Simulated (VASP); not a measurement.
Runs of VASP 6.6.1 on O. The structure is that of space group I4/mmm (No. 139), or close to it. The cells are those of the table. 

| cell | gap on the mesh (eV) | pressure (GPa) | largest force (eV/Å) |
| --- | --- | --- | --- |
| a = 4.920, b = 4.922, c = 2.297 Å, angles 76.5, 76.5, 27.0°, 2 atoms | none | -3.9 | 2.16 |
| a = 4.727, b = 4.729, c = 2.453 Å, angles 74.9, 75.0, 30.1°, 2 atoms | none | 3.9 | 3.14 |
| a = 4.951, b = 4.953, c = 2.190 Å, angles 77.2, 77.3, 25.5°, 2 atoms | none | (b) | 3.17 |
| a = 4.347, b = 4.349, c = 2.256 Å, angles 74.9, 75.0, 30.1°, 2 atoms | none | 50.4 | 16.40 |
| a = 4.579, b = 4.582, c = 2.503 Å, angles 74.1, 74.2, 31.7°, 2 atoms | none | (a) | 8.63 |
| a = 4.341, b = 4.343, c = 2.373 Å, angles 74.1, 74.2, 31.7°, 2 atoms | none | 45.5 | 18.63 |

Alike in all rows: task single point; level PBEsol; potentials or basis VASP PAW PBE potentials, release 64 (O); no spin polarisation; k mesh 22 × 22 × 22; cutoff (eV) 600; smearing gaussian 0.15 eV.

**Question.** Fill in the values left out.

**Answer.** (a) 15.2; (b) 0.4.

Caveats: spin is off for a triplet molecule; this functional lacks dispersion, which holds the molecules together, so the pressure and a relaxed volume are unreliable; the PAW data sets were made with another functional, which shifts forces and pressure a little; the standard files for N, O and F lose accuracy on very short bonds (at least some runs); the stress differs along the axes, from -18 to 3 GPa (at least some runs); the stress differs along the axes, from -5 to 22 GPa (at least some runs); the stress differs along the axes, from -29 to 15 GPa (at least some runs).

A gap of «none» marks levels without a gap at the run's occupations.
